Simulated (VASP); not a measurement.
# GaSb (Fm-3m) in VASP: notebook

Aim: see how the results for GaSb move with the level of theory and the settings. Levels: PBE, r2SCAN. Tasks: relaxation of cell and atoms, single point.

All numbers are computed with VASP 6.6.1; they aren't measurements. Logs are shortened: lines on timing, memory, paths and dates and some standing lists are left out, and cuts for length are marked.

### 1 The cell of the first run

The structure is cubic, space group Fm-3m (No. 225). The conventional cell has a = 5.539 Å, b = 5.539 Å, c = 5.539 Å, α = 90.00°, β = 90.00°, γ = 90.00°. Within 3.7 Å of Ga (site symmetry m-3m) lie 6 Sb at 2.77 Å. Within 3.7 Å of Sb (site symmetry m-3m) lie 6 Ga at 2.77 Å.

### 2 Relaxation of cell and atoms, PBE

Input file INCAR:

```
SYSTEM = GaSb
  PREC = Accurate
  ENCUT = 600
  EDIFF = 1E-7
  ISMEAR = -1
  SIGMA = 0.02
  LREAL = .FALSE.
  LASPH = .TRUE.
  NELM = 100
  ALGO = Normal
  ISIF = 3
  LWAVE = .FALSE.
  LCHARG = .FALSE.
  GGA = PE
  IBRION = 2
  NSW = 80
  EDIFFG = -0.005
```

Input file KPOINTS:

```
Automatic mesh
0
G
  8 8 8
  0 0 0
```

Input file POSCAR:

```
GaSb
1.0
    0.0000000000      2.7695880000      2.7695880000
    2.7695880000      0.0000000000      2.7695880000
    2.7695880000      2.7695880000      0.0000000000
Ga Sb
1 1
Direct
    0.0000000000      0.0000000000      0.0000000000
    0.5000000000      0.5000000000      0.5000000000
```

Potentials or basis: VASP PAW PBE potentials, release 64 (Ga_d, Sb).

Command:

```
$ cat potpaw_PBE.64/Ga_d/POTCAR potpaw_PBE.64/Sb/POTCAR > POTCAR
$ mpirun -np 1 vasp_std > vasp.out
```

OUTCAR:

```text
SYSTEM = GaSb
   PREC = Accurate
   ENCUT = 600
   EDIFF = 1E-7
   ISMEAR = -1
   LREAL = .FALSE.
   LASPH = .TRUE.
   NELM = 100
   ISIF = 3
   GGA = PE
   IBRION = 2
   NSW = 80
   EDIFFG = -0.005

 ion  position               nearest neighbor table
   1  0.000  0.000  0.000-   2 2.77   2 2.77   2 2.77   2 2.77   2 2.77   2 2.77
   2  0.500  0.500  0.500-   1 2.77   1 2.77   1 2.77   1 2.77   1 2.77   1 2.77

  LATTYP: Found a face centered cubic cell.
 ALAT       =     5.5391760000

  Lattice vectors:

 A1 = (   0.0000000000,   2.7695880000,   2.7695880000)
 A2 = (   2.7695880000,   0.0000000000,   2.7695880000)
 A3 = (   2.7695880000,   2.7695880000,   0.0000000000)

Analysis of symmetry for initial positions (statically):
=====================================================================
 Subroutine PRICEL returns:
 Original cell was already a primitive cell.

 Routine SETGRP: Setting up the symmetry group for a
 face centered cubic supercell.

 Subroutine GETGRP returns: Found 48 space group operations
 (whereof 48 operations were pure point group operations)
 out of a pool of 48 trial point group operations.

The static configuration has the point symmetry O_h .

Analysis of symmetry for dynamics (positions and initial velocities):
=====================================================================
 Subroutine PRICEL returns:
 Original cell was already a primitive cell.

 Routine SETGRP: Setting up the symmetry group for a
 face centered cubic supercell.

 Subroutine GETGRP returns: Found 48 space group operations
 (whereof 48 operations were pure point group operations)
 out of a pool of 48 trial point group operations.

The dynamic configuration has the point symmetry O_h .

 Subroutine INISYM returns: Found 48 space group operations
 (whereof 48 operations are pure point group operations),
 and found     1 'primitive' translations

----------------------------------------------------------------------------------------

                                     Primitive cell

  volume of cell :      42.4889

  direct lattice vectors                    reciprocal lattice vectors
     0.000000000  2.769588000  2.769588000    -0.180532267  0.180532267  0.180532267
     2.769588000  0.000000000  2.769588000     0.180532267 -0.180532267  0.180532267
     2.769588000  2.769588000  0.000000000     0.180532267  0.180532267 -0.180532267

  length of vectors
     3.916788912  3.916788912  3.916788912     0.312691059  0.312691059  0.312691059

  position of ions in fractional coordinates (direct lattice)
[... 93 lines left out ...]
   EFERMI =   0.00;   METHOD = LEGACY
   ISMEAR =    -1;   SIGMA  =   0.02  broadening in eV -4-tet -1-fermi 0-gaus
   EFERMI_NEDOS =   21; number of points for ismear=-14 and -15
   IALGO  =     38    algorithm
   IMIX   =      4    mixing-type and parameters
     AMIX     =   0.40;   BMIX     =  1.00
     AMIX_MAG =   1.60;   BMIX_MAG =  1.00
  volume/ion in A,a.u.               =      21.24       143.36
  Fermi-wavevector in a.u.,A,eV,Ry     =   1.229534  2.323482 20.568656  1.511754
  Thomas-Fermi vector in A             =   2.364417
   LORBIT       =      0    0 simple, 1 ext, 2 COOP (PROOUT), +10 PAW based schemes
   GGA     = PE    functional components
   LHFCALC =     F    Hartree Fock is set to
   AEXX    =    0.0000 exact exchange contribution
   IVDW    =     0    specifies the selected vdW correction
   LEPSILON=     F    determine dielectric tensor
   LRPA    =     F    only Hartree local field effects (RPA)
 conjugate gradient relaxation of ions
 non-spin polarized calculation
  energy-cutoff  :      600.00
  volume of cell :       42.49
 maximum number of plane-waves:      1428
   NGX = 15   NGY = 15   NGZ = 15

--------------------------------------- Ionic step        1  -------------------------------------------

 number of electron      17.9999992 magnetization

 Free energy of the ion-electron system (eV)
  ---------------------------------------------------
  ext. energy  EPLUGINS =         0.00000000
  ---------------------------------------------------
  free energy    TOTEN  =        -6.79786131 eV

  energy without entropy =       -6.79664845  energy(sigma->0) =       -6.79725488

------------------------ aborting loop because EDIFF is reached ----------------------------------------

  FORCE on cell =-STRESS in cart. coord.  units (eV):
  Direction    XX          YY          ZZ          XY          YZ          ZX
  --------------------------------------------------------------------------------------
  -------------------------------------------------------------------------------------
  Total        2.8944753      2.8944753      2.8944753      0.0000000      0.0000000      0.0000000
  in kB      109.1452736    109.1452736    109.1452736      0.0000000      0.0000000      0.0000000
  external PRESSURE =     109.1452736 kB  Pullay stress =       0.0000000 kB
[... 23 lines left out ...]
--------------------------------------- Ionic step        2  -------------------------------------------

 number of electron      18.0000013 magnetization

 E-fermi :   5.4398     XC(G=0):  -9.8587

 val. band max:        5.3833679971   @ k =   0.5000   0.3750   0.1250
 cond. band min:       5.4484004715   @ k =   0.2500   0.2500   0.0000
 fundamental gap:      0.0650324744
 Fermi energy:         5.4397826541

 k-point     1 :       0.0000    0.0000    0.0000
  band No.  band energies     occupation
      1      -9.1491      2.00000
      2      -9.1491      2.00000
      3      -9.1315      2.00000
      4      -9.1315      2.00000
      5      -9.1315      2.00000
      6      -5.7023      2.00000
      7       4.8145      2.00000
      8       5.7431      0.00000
      9       5.7431      0.00000
     10       5.7431      0.00000
     11      11.5035      0.00000
     12      11.5035      0.00000
     13      11.5055      0.00000
[... 475 lines left out ...]
--------------------------------------- Ionic step        5  -------------------------------------------

 number of electron      17.9999989 magnetization

 Free energy of the ion-electron system (eV)
  ---------------------------------------------------
  ext. energy  EPLUGINS =         0.00000000
  ---------------------------------------------------
  free energy    TOTEN  =        -6.98651864 eV

  energy without entropy =       -6.98546588  energy(sigma->0) =       -6.98599226

 E-fermi :   6.0977     XC(G=0): -10.1356

 val. band max:        6.0728206631   @ k =   0.2500   0.2500   0.0000
 cond. band min:       6.2959921798   @ k =  -0.2500   0.2500   0.0000
 fundamental gap:      0.2231715167
 Fermi energy:         6.0976998227

 k-point     1 :       0.0000    0.0000    0.0000
  band No.  band energies     occupation
      1      -8.5434      2.00000
      2      -8.5434      2.00000
      3      -8.5231      2.00000
      4      -8.5231      2.00000
      5      -8.5231      2.00000
      6      -5.4702      2.00000
      7       5.9599      1.99797
      8       6.4067      0.00000
      9       6.4067      0.00000
     10       6.4067      0.00000
     11      12.3952      0.00000
     12      12.3952      0.00000
     13      12.3952      0.00000
[... 397 lines left out ...]
  FREE ENERGIE OF THE ION-ELECTRON SYSTEM (eV)
  ---------------------------------------------------
  free  energy   TOTEN  =        -6.9865186416 eV

  energy  without entropy=       -6.9854658808  energy(sigma->0) =       -6.98599226

 reached required accuracy - stopping structural energy minimisation
```

OSZICAR:

```text
N       E                     dE             d eps       ncg     rms          rms(c)
DAV:   1     0.820070470344E+02    0.82007E+02   -0.96746E+03   762   0.208E+03
DAV:   2    -0.138943179622E+01   -0.83396E+02   -0.81114E+02   844   0.346E+02
DAV:   3    -0.672382273131E+01   -0.53344E+01   -0.52238E+01   919   0.723E+01
[... 45 lines left out ...]
DAV:   1    -0.698659184761E+01   -0.80865E-04   -0.10542E-03   904   0.573E-01    0.496E-02
DAV:   2    -0.698653417732E+01    0.57670E-04   -0.11540E-04   889   0.210E-01    0.228E-02
DAV:   3    -0.698652000318E+01    0.14174E-04   -0.16758E-05   974   0.705E-02    0.518E-03
DAV:   4    -0.698651868118E+01    0.13220E-05   -0.15392E-06   944   0.182E-02    0.138E-03
DAV:   5    -0.698651864157E+01    0.39601E-07   -0.95040E-08   462   0.431E-03
   5 F= -.69865186E+01 E0= -.69859923E+01  d E =-.773147E-05
```

CONTCAR:

```text
GaSb
   1.00000000000000
    -0.0000000000000000    2.9028292763542560    2.9028292763542565
     2.9028292763542565   -0.0000000000000000    2.9028292763542565
     2.9028292763542565    2.9028292763542560    0.0000000000000000
  Ga              Sb
     1     1
Direct
     1.0000000000000000    1.0000000000000000    0.0000000000000000
     0.5000000000000000    0.5000000000000000    0.5000000000000000

  0.00000000E+00  0.00000000E+00  0.00000000E+00
  0.00000000E+00  0.00000000E+00  0.00000000E+00
```

It took 79 s on 1 thread of Intel Xeon Platinum 8259CL at 2.50GHz (Skylake/Cascade Lake), shared host; peak memory 0.2 GiB.

What came out:

* Free energy: -6.9865 eV
* Relaxed volume: 24.46 Å³/atom
* Relaxed cell: a = 4.105 Å, b = 4.105 Å, c = 4.105 Å, α = 60.00°, β = 60.00°, γ = 60.00°
* Space group after relaxing (to 0.05 Å): Fm-3m (No. 225)
* Energy gained by relaxing: 94.3 meV/atom
* Ionic steps: 5
* Pressure after relaxing: 0.0 GPa
* Band gap on the k mesh: zero (band 9 reaches 7.05 eV, above the bottom of band 10 at 3.94 eV)

The path:
| step | energy change (eV) | largest force (eV/Å) | pressure (GPa) | volume (Å³) |
| --- | --- | --- | --- | --- |
| 1 | 0.0000 | 0.0000 | 10.91 | 42.49 |
| 2 | -0.1581 | 0.0000 | -2.93 | 52.02 |
| 3 | -0.1886 | 0.0000 | 0.09 | 48.82 |
| 4 | -0.1886 | 0.0000 | -0.03 | 48.96 |
| 5 | -0.1887 | 0.0000 | 0.01 | 48.92 |

Final structure:
```
Ga Sb
1.0
     0.00000    2.90283    2.90283
     2.90283    0.00000    2.90283
     2.90283    2.90283    0.00000
Ga Sb
1 1
Direct
  0.00000 0.00000 0.00000
  0.50000 0.50000 0.50000
```

Caveat: the volume moved by over 15 % at a fixed basis, so the end points are rough; spin-orbit coupling is left out, which moves the levels of the heavy elements.

(Continued in part 2 of 2.)
